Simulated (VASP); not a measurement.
# LiSi16 (a cell with a defect) in VASP: further runs

Runs on LiSi16 (a cell with a defect). Level: LDA. Tasks: single point.

All numbers are computed with VASP 6.6.1; they aren't measurements. Logs are shortened: lines on timing, memory, paths and dates and some standing lists are left out, and cuts for length are marked.

## 1. The cell of the first run

The cell holds a defect, 17 atoms: a = 7.679 Å, b = 7.679 Å, c = 7.679 Å, α = 60.00°, β = 60.00°, γ = 60.00°.

## 2. Single point, LDA, collinear spin, zero start

INCAR

```
ALGO     = Normal         # electronic algorithm
EDIFF    = 1E-7           # SCF threshold, eV
ENCUT    = 520            # plane-wave cutoff, eV
ISIF     = 2              # what is computed and relaxed
ISMEAR   = 0              # smearing method
ISPIN    = 2              # spin polarisation
LASPH    = True           # aspherical terms in the spheres
LCHARG   = True           # write CHGCAR
LELF     = True           # ELF
LORBIT   = 11             # projections on sites
LREAL    = Auto         
LVHAR    = True         
LWAVE    = False          # write WAVECAR
MAGMOM   = 0 0 0 0 0 0 0 0 0 0 0 0 0 0 0 0 0 # initial moments
NBANDS   = 52             # bands
NELM     = 150            # most SCF steps
PREC     = Accurate       # precision mode
SIGMA    = 0.05           # smearing width, eV
```

KPOINTS

```
k-points
0
Gamma
  2 2 2
```

POSCAR

```
LiSi16
1.0
    0.0000000000      5.4300000000      5.4300000000
    5.4300000000      0.0000000000      5.4300000000
    5.4300000000      5.4300000000      0.0000000000
Si Li
16 1
Direct
    0.0036806630      0.0037830571     -0.0070906077
    0.1242393186      0.1243511050      0.1280496317
   -0.0080540516     -0.0079181400      0.5028430018
    0.1150569982      0.1154954880      0.6267148250
    0.0010151013      0.4989593002      0.0094946593
    0.1328237569      0.6197456722      0.1305825046
    0.0041258748      0.4818290055      0.5144317680
    0.1242613260      0.6172930018      0.6349992634
    0.4988820442      0.0011175875      0.0093816759
    0.6195772560      0.1330188766      0.1304892265
    0.4813572744      0.0042620626      0.5144627993
    0.6171313996      0.1242647330      0.6348949355
    0.5047167587      0.5049368324      0.0161626151
    0.6289507366      0.6290422652      0.1398531308
    0.4988202578      0.4987867403      0.5119379374
    0.6195521179      0.6196338858      0.6441801105
    0.8433697974      0.8438852670      0.3552344383
```

Potentials or basis: VASP PAW LDA potentials, release 64 (Si, Li_sv).

Command:

```bash
$ cat potpaw_LDA.64/Si/POTCAR potpaw_LDA.64/Li_sv/POTCAR > POTCAR
$ mpirun -np 1 vasp_std > vasp.out
```

OUTCAR:

```text
EDIFF = 1E-7
   ENCUT = 520
   ISIF = 2
   ISMEAR = 0
   ISPIN = 2
   LASPH = True
   LORBIT = 11
   LREAL = Auto
   NELM = 150
   PREC = Accurate

 ion  position               nearest neighbor table
   1  0.004  0.004  0.993-   4 2.30  17 2.33   2 2.36   6 2.41  10 2.41
   2  0.124  0.124  0.128-   5 2.35   9 2.35   3 2.35   1 2.36
   3  0.992  0.992  0.503-   4 2.32   8 2.35   2 2.35  12 2.35  17 2.79
   4  0.115  0.115  0.627-   1 2.30  11 2.30   7 2.30   3 2.32
   5  0.001  0.499  0.009-  14 2.33   6 2.34   8 2.35   2 2.35
   6  0.133  0.620  0.131-  13 2.34   5 2.34   7 2.41   1 2.41  17 2.49
   7  0.004  0.482  0.514-   4 2.30  17 2.33   8 2.36   6 2.41  16 2.41
   8  0.124  0.617  0.635-   5 2.35  15 2.35   3 2.35   7 2.36
   9  0.499  0.001  0.009-  14 2.33  10 2.34  12 2.35   2 2.35
  10  0.620  0.133  0.130-  13 2.34   9 2.34  11 2.41   1 2.41  17 2.49
  11  0.481  0.004  0.514-   4 2.30  17 2.33  12 2.36  10 2.41  16 2.41
  12  0.617  0.124  0.635-   9 2.35  15 2.35   3 2.35  11 2.36
  13  0.505  0.505  0.016-  14 2.33   6 2.34  10 2.34  16 2.34
  14  0.629  0.629  0.140-  13 2.33   5 2.33   9 2.33  15 2.33
  15  0.499  0.499  0.512-  14 2.33  16 2.34  12 2.35   8 2.35
  16  0.620  0.620  0.644-  13 2.34  15 2.34   7 2.41  11 2.41  17 2.48
  17  0.843  0.844  0.355-  11 2.33   7 2.33   1 2.33  16 2.48  10 2.49   6 2.49   3 2.79

  LATTYP: Found a face centered cubic cell.
 ALAT       =    10.8600000000

  Lattice vectors:

 A1 = (   0.0000000000,   5.4300000000,   5.4300000000)
 A2 = (   5.4300000000,   0.0000000000,   5.4300000000)
 A3 = (   5.4300000000,   5.4300000000,   0.0000000000)

Analysis of symmetry for initial positions (statically):
=====================================================================
 Subroutine PRICEL returns:
 Original cell was already a primitive cell.

 Routine SETGRP: Setting up the symmetry group for a
 face centered cubic supercell.

 Subroutine GETGRP returns: Found  1 space group operations
 (whereof  1 operations were pure point group operations)
 out of a pool of 48 trial point group operations.

The static configuration has the point symmetry C_1 .

Analysis of symmetry for dynamics (positions and initial velocities):
=====================================================================
 Subroutine PRICEL returns:
 Original cell was already a primitive cell.

 Routine SETGRP: Setting up the symmetry group for a
 face centered cubic supercell.

 Subroutine GETGRP returns: Found  1 space group operations
 (whereof  1 operations were pure point group operations)
 out of a pool of 48 trial point group operations.

The dynamic configuration has the point symmetry C_1 .

Analysis of structural, dynamic, and magnetic symmetry:
=====================================================================
 Subroutine PRICEL returns:
 Original cell was already a primitive cell.

 Routine SETGRP: Setting up the symmetry group for a
 face centered cubic supercell.

 Subroutine GETGRP returns: Found  1 space group operations
 (whereof  1 operations were pure point group operations)
 out of a pool of 48 trial point group operations.

The overall configuration has the point symmetry C_1 .

 Subroutine INISYM returns: Found  1 space group operations
 (whereof  1 operations are pure point group operations),
 and found     1 'primitive' translations

----------------------------------------------------------------------------------------

                                     Primitive cell

  volume of cell :     320.2060

  direct lattice vectors                    reciprocal lattice vectors
     0.000000000  5.430000000  5.430000000    -0.092081031  0.092081031  0.092081031
     5.430000000  0.000000000  5.430000000     0.092081031 -0.092081031  0.092081031
     5.430000000  5.430000000  0.000000000     0.092081031  0.092081031 -0.092081031

  length of vectors
     7.679179644  7.679179644  7.679179644     0.159489025  0.159489025  0.159489025

  position of ions in fractional coordinates (direct lattice)
     0.003680663  0.003783057  0.992909392
     0.124239319  0.124351105  0.128049632
     0.991945948  0.992081860  0.502843002
     0.115056998  0.115495488  0.626714825
     0.001015101  0.498959300  0.009494659
     0.132823757  0.619745672  0.130582505
[... 74 lines left out ...]
   NGX,Y,Z   is equivalent  to a cutoff of  12.99, 12.99, 12.99 a.u.
   NGXF,Y,Z  is equivalent  to a cutoff of  25.98, 25.98, 25.98 a.u.
 SYSTEM =  unknown system
   PREC   = accura    normal or accurate (medium, high low for compatibility)
   ISTART =      0    job   : 0-new  1-cont  2-samecut
   ICHARG =      2    charge: 1-file 2-atom 10-const
   ISPIN  =      2    spin polarized calculation?
   LNONCOLLINEAR =      F non collinear calculations
   LSORBIT =      F    spin-orbit coupling
   LASPH  =      T    aspherical Exc in radial PAW
   ENCUT  =  520.0 eV  38.22 Ry    6.18 a.u.  14.28 14.28 14.28*2*pi/ulx,y,z
   NELM   =    150;   NELMIN=  2; NELMDL= -5     # of ELM steps
   EDIFF  = 0.1E-06   stopping-criterion for ELM
   LREAL  =      T    real-space projection
   EDIFFG = 0.1E-05   stopping-criterion for IOM
   NSW    =      0    number of steps for IOM
   IBRION =     -1    ionic relax: 0-MD 1-quasi-New 2-CG
   NFREE  =      0    steps in history (QN), initial steepest desc. (CG)
   ISIF   =      2    stress and relaxation
   ISYM   =      2    0-nonsym 1-usesym 2-fastsym
   POTIM  = 0.5000    time-step for ionic-motion
   TEBEG  =    0.0;   TEEND  =   0.0 temperature during run
   PSTRESS=    0.0 pullay stress
   NELECT =      67.0000    total number of electrons
   NUPDOWN=      -1.0000    fix difference up-down
   EMIN   =  10.00;   EMAX   =-10.00  energy-range for DOS
   EFERMI =   0.00;   METHOD = LEGACY
   ISMEAR =     0;   SIGMA  =   0.05  broadening in eV -4-tet -1-fermi 0-gaus
   EFERMI_NEDOS =   21; number of points for ismear=-14 and -15
   IALGO  =     38    algorithm
   IMIX   =      4    mixing-type and parameters
     AMIX     =   0.40;   BMIX     =  1.00
     AMIX_MAG =   1.60;   BMIX_MAG =  1.00
  volume/ion in A,a.u.               =      18.84       127.11
  Fermi-wavevector in a.u.,A,eV,Ry     =   0.971904  1.836632 12.852022  0.944597
  Thomas-Fermi vector in A             =   2.102159
   LORBIT       =     11    0 simple, 1 ext, 2 COOP (PROOUT), +10 PAW based schemes
   GGA     = CA    functional components
   LHFCALC =     F    Hartree Fock is set to
   AEXX    =    0.0000 exact exchange contribution
   IVDW    =     0    specifies the selected vdW correction
   LEPSILON=     F    determine dielectric tensor
   LRPA    =     F    only Hartree local field effects (RPA)
 spin polarized calculation
 Gauss-broadening in eV      SIGMA  =   0.05
  energy-cutoff  :      520.00
  volume of cell :      320.21
 maximum number of plane-waves:      8646
 NGX is ok and might be reduce to    60
   NGX = 29   NGY = 29   NGZ = 29

 number of electron      67.0000000 magnetization      -0.0000069

 number of electron      67.0000000 magnetization       0.0000039

 Free energy of the ion-electron system (eV)
  ---------------------------------------------------
  ext. energy  EPLUGINS =         0.00000000
  ---------------------------------------------------
  free energy    TOTEN  =       -95.66151515 eV

  energy without entropy =      -95.65359253  energy(sigma->0) =      -95.65755384

 E-fermi :   6.5300     XC(G=0):  -9.7159

 val. band max:        6.5261498770   @ k =   0.0000   0.0000   0.0000
 cond. band min:       6.5301447096   @ k =   0.0000   0.0000   0.0000
 fundamental gap:      0.0039948326
 Fermi energy:         6.5300040512

 spin component 1

 k-point     1 :       0.0000    0.0000    0.0000
  band No.  band energies     occupation
      1     -39.4763      1.00000
      2      -6.0174      1.00000
      3      -3.7768      1.00000
      4      -3.6984      1.00000
      5      -3.6945      1.00000
      6      -3.6687      1.00000
[... 373 lines left out ...]
     44      10.0988      0.00000
     45      10.1244      0.00000
 Fermi energy:         6.5300040512

 spin component 2

 k-point     1 :       0.0000    0.0000    0.0000
  band No.  band energies     occupation
      1     -39.4762      1.00000
      2      -6.0174      1.00000
      3      -3.7768      1.00000
      4      -3.6984      1.00000
      5      -3.6945      1.00000
      6      -3.6687      1.00000
[... 373 lines left out ...]
     44      10.0988      0.00000
     45      10.1244      0.00000
 [bands above 45 left out]

------------------------ aborting loop because EDIFF is reached ----------------------------------------

  FORCE on cell =-STRESS in cart. coord.  units (eV):
  Direction    XX          YY          ZZ          XY          YZ          ZX
  --------------------------------------------------------------------------------------
  -------------------------------------------------------------------------------------
  Total        0.4198701      0.4249857      0.4240921     -0.5080235     -0.5810425     -0.5811802
  in kB        2.1008549      2.1264510      2.1219799     -2.5419375     -2.9072941     -2.9079834
  external PRESSURE =       2.1164286 kB  Pullay stress =       0.0000000 kB

 VOLUME and BASIS-vectors are now :
 -----------------------------------------------------------------------------
  energy-cutoff  :      520.00
  volume of cell :      320.21
      direct lattice vectors                 reciprocal lattice vectors
     0.000000000  5.430000000  5.430000000    -0.092081031  0.092081031  0.092081031
     5.430000000  0.000000000  5.430000000     0.092081031 -0.092081031  0.092081031
     5.430000000  5.430000000  0.000000000     0.092081031  0.092081031 -0.092081031

 POSITION                                       TOTAL-FORCE (eV/Angst)
 -----------------------------------------------------------------------------------
      5.41204      5.41148      0.04053        -0.032672     -0.034800     -0.022897
      1.37054      1.36993      1.34985        -0.024795     -0.023039     -0.011450
      8.11744      8.11670     10.77327        -0.000160     -0.001084     -0.003373
      4.03020      4.02782      1.25190        -0.010706     -0.010682      0.000141
      2.76091      0.05707      2.71486        -0.010386     -0.022089     -0.024756
      4.07428      1.43030      4.08645         0.008293     -0.034055     -0.031655
[... 9 lines left out ...]
      6.86251      6.86207      6.72878        -0.037605     -0.043002      0.022601
      6.51122      6.50842      9.16179         0.342725      0.345835      0.356967
 -----------------------------------------------------------------------------------
    total drift:                               -0.001040     -0.001518     -0.000695

  FREE ENERGIE OF THE ION-ELECTRON SYSTEM (eV)
  ---------------------------------------------------
  free  energy   TOTEN  =       -95.6615151462 eV

  energy  without entropy=      -95.6535925304  energy(sigma->0) =      -95.65755384

 total charge

# of ion       s       p       d       tot
------------------------------------------
    1        0.753   0.965   0.000   1.718
    2        0.747   0.955   0.000   1.701
    3        0.746   0.970   0.000   1.716
    4        0.744   0.978   0.000   1.722
    5        0.748   0.961   0.000   1.709
    6        0.748   0.954   0.000   1.702
[... 9 lines left out ...]
   16        0.748   0.952   0.000   1.701
   17        2.034   0.125   0.000   2.160
--------------------------------------------------
tot         14.003  15.507   0.000  29.511

 magnetization (x)

# of ion       s       p       d       tot
------------------------------------------
    1       -0.000   0.000   0.000   0.000
    2        0.000   0.000   0.000   0.000
    3        0.000   0.000   0.000   0.000
    4       -0.000  -0.000   0.000  -0.000
    5        0.000  -0.000   0.000  -0.000
    6        0.000   0.000   0.000   0.000
[... 9 lines left out ...]
   16       -0.000  -0.000   0.000  -0.000
   17       -0.000  -0.000   0.000  -0.000
--------------------------------------------------
tot          0.000  -0.000   0.000   0.000
```

It took 7 min on 1 thread of Intel Xeon 6975P-C (Granite Rapids), shared host; peak memory 0.48 GiB.

What came out:

- Free energy: -95.6615 eV
- Largest force: 0.604 eV/Å
- Net moment: 0.00 μB per cell
- Valence electrons inside the program's atomic spheres: Si 1.72, 1.70, 1.71 (each value once); Li 2.16

Forces in eV/Å, atoms in the order of the input:
```
Si  -0.033 -0.035 -0.023
Si  -0.025 -0.023 -0.011
Si   0.000 -0.001 -0.003
Si  -0.011 -0.011  0.000
Si  -0.010 -0.022 -0.025
Si   0.008 -0.034 -0.032
Si  -0.022 -0.022 -0.052
Si  -0.025 -0.013 -0.021
Si  -0.021 -0.010 -0.025
Si  -0.031  0.007 -0.035
Si  -0.025 -0.017 -0.045
Si  -0.013 -0.024 -0.023
Si  -0.048 -0.044 -0.040
Si  -0.029 -0.031 -0.035
Si  -0.022 -0.023 -0.011
Si  -0.038 -0.043  0.023
Li   0.343  0.346  0.357
```

Levels at points of the mesh, in eV from the Fermi level:
Spin up:
```csv
k point,band 31,band 32,band 33,band 34,band 35,band 36
"(0.00, 0.00, 0.00)",-0.63,-0.58,-0.57,-0.25,-0.07,-0.07
"(0.50, 0.00, 0.00)",-1.40,-1.35,-1.32,0.46,0.59,0.76
"(0.00, 0.50, 0.00)",-1.40,-1.35,-1.32,0.47,0.59,0.76
"(0.00, 0.00, 0.50)",-1.40,-1.35,-1.32,0.47,0.59,0.77
"(0.50, 0.50, 0.50)",-1.37,-1.32,-1.32,0.59,0.60,0.61
"(0.50, 0.50, 0.00)",-1.98,-1.90,-1.85,0.33,0.43,1.49
"(0.00, 0.50, 0.50)",-1.98,-1.90,-1.85,0.33,0.43,1.49
"(0.50, 0.00, 0.50)",-1.98,-1.90,-1.85,0.33,0.43,1.49
```
Spin down:
```csv
k point,band 31,band 32,band 33,band 34,band 35,band 36
"(0.00, 0.00, 0.00)",-0.63,-0.58,-0.57,-0.25,-0.07,-0.07
"(0.50, 0.00, 0.00)",-1.40,-1.35,-1.32,0.46,0.59,0.76
"(0.00, 0.50, 0.00)",-1.40,-1.35,-1.32,0.47,0.59,0.76
"(0.00, 0.00, 0.50)",-1.40,-1.35,-1.32,0.47,0.59,0.77
"(0.50, 0.50, 0.50)",-1.37,-1.32,-1.32,0.59,0.60,0.61
"(0.50, 0.50, 0.00)",-1.98,-1.90,-1.85,0.33,0.43,1.49
"(0.00, 0.50, 0.50)",-1.98,-1.90,-1.85,0.33,0.43,1.49
"(0.50, 0.00, 0.50)",-1.98,-1.90,-1.85,0.33,0.43,1.49
```

Caveat: the k points lie up to 0.50 Å⁻¹ apart; the cutoff is under 1.25 times the usual one of these potentials, so pressure, stress and relaxed cells hold a basis-set (Pulay) error; no moment was typed at the start, so none could form.

## 3. Single point, LDA, collinear spin, zero start

INCAR

```
  ALGO = Normal
  EDIFF = 1E-6
  ENCUT = 520
  ISIF = 2
  ISMEAR = 0
  ISPIN = 2
  LASPH = True
  LCHARG = False
  LORBIT = 11
  LREAL = Auto
  LWAVE = False
  MAGMOM = 0 0 0 0 0 0 0 0 0 0 0 0 0 0 0 0 0
  NBANDS = 52
  NELM = 150
  PREC = Accurate
  SIGMA = 0.05
```

KPOINTS is that of step 2.

POSCAR

```
LiSi16
1.0
    0.0000000000      5.4300000000      5.4300000000
    5.4300000000      0.0000000000      5.4300000000
    5.4300000000      5.4300000000      0.0000000000
Si Li
16 1
Direct
    0.0053809392      0.0048404236     -0.0044358195
    0.1263766114      0.1257325967      0.1273340700
   -0.0038287293     -0.0043850829      0.4993559853
    0.1199511050      0.1195477901      0.6236687845
    0.0079411602      0.5002772560      0.0040805709
    0.1430725599      0.6208970534      0.1245889503
    0.0056048803      0.4915166667      0.5087660221
    0.1266376611      0.6235569982      0.6294391344
    0.5008832413      0.0073537753      0.0040565378
    0.6215308471      0.1425617864      0.1244115101
    0.4919481584      0.0050487109      0.5087566298
    0.6241085635      0.1259980663      0.6294453959
    0.5093248619      0.5088821363      0.0134406998
    0.6331223757      0.6325382136      0.1363728361
    0.5011389503      0.5005135359      0.5112533149
    0.6214290055      0.6206150092      0.6471608656
    0.7806944751      0.7802972376      0.2851156538
```

Potentials or basis: VASP PAW LDA potentials, release 64 (Si, Li_sv).

Command:

```bash
$ cat potpaw_LDA.64/Si/POTCAR potpaw_LDA.64/Li_sv/POTCAR > POTCAR
$ mpirun -np 1 vasp_std > vasp.out
```

Wall time 4.2 min (1 thread of Intel Xeon 6975P-C (Granite Rapids), shared host); peak memory 0.48 GiB.

It converged, with:

```yaml
Free_energy: -95.6633 eV
Largest_force: 0.601 eV/Å
Net_moment: 0.00 μB per cell
Valence_electrons_inside_the_program's_atomic_spheres: Si 1.70, 1.71, 1.72 (each value once); Li 2.16
```

Forces in eV/Å, atoms in the order of the input:
```
Si   0.032  0.035 -0.011
Si   0.024  0.023  0.012
Si   0.034  0.032  0.029
Si   0.039  0.043  0.051
Si   0.015  0.020  0.026
Si   0.019  0.040  0.030
Si   0.039 -0.009  0.030
Si   0.023  0.012  0.018
Si   0.019  0.016  0.027
Si   0.049  0.017  0.027
Si  -0.016  0.043  0.031
Si   0.011  0.022  0.019
Si   0.004  0.009  0.009
Si   0.004  0.003  0.000
Si   0.024  0.025  0.015
Si   0.032  0.021  0.025
Li  -0.352 -0.351 -0.338
```

Levels at points of the mesh, in eV from the Fermi level:
Spin up:
```tsv
k point	band 30	band 31	band 32	band 33	band 34	band 35	band 36	band 37
(0.00, 0.00, 0.00)	-1.65	-0.63	-0.58	-0.57	-0.25	-0.07	-0.07	0.00
(0.50, 0.00, 0.00)	-1.41	-1.40	-1.35	-1.32	0.47	0.59	0.76	0.80
(0.00, 0.50, 0.00)	-1.41	-1.40	-1.35	-1.32	0.47	0.59	0.76	0.80
(0.00, 0.00, 0.50)	-1.41	-1.40	-1.35	-1.32	0.46	0.60	0.76	0.80
(0.50, 0.50, 0.50)	-1.38	-1.37	-1.32	-1.32	0.59	0.61	0.61	0.95
(0.50, 0.50, 0.00)	-1.98	-1.98	-1.90	-1.85	0.34	0.43	1.49	1.59
(0.00, 0.50, 0.50)	-1.98	-1.98	-1.90	-1.85	0.34	0.43	1.49	1.59
(0.50, 0.00, 0.50)	-1.98	-1.98	-1.90	-1.85	0.34	0.43	1.49	1.59
```
Spin down:
```tsv
k point	band 31	band 32	band 33	band 34	band 35	band 36
(0.00, 0.00, 0.00)	-0.63	-0.58	-0.57	-0.25	-0.07	-0.07
(0.50, 0.00, 0.00)	-1.40	-1.35	-1.32	0.47	0.59	0.76
(0.00, 0.50, 0.00)	-1.40	-1.35	-1.32	0.47	0.59	0.76
(0.00, 0.00, 0.50)	-1.40	-1.35	-1.32	0.46	0.60	0.76
(0.50, 0.50, 0.50)	-1.37	-1.32	-1.32	0.59	0.61	0.61
(0.50, 0.50, 0.00)	-1.98	-1.90	-1.85	0.34	0.43	1.49
(0.00, 0.50, 0.50)	-1.98	-1.90	-1.85	0.34	0.43	1.49
(0.50, 0.00, 0.50)	-1.98	-1.90	-1.85	0.34	0.43	1.49
```

Caveat: the k points lie up to 0.50 Å⁻¹ apart; the cutoff is under 1.25 times the usual one of these potentials, so pressure, stress and relaxed cells hold a basis-set (Pulay) error; no moment was typed at the start, so none could form.
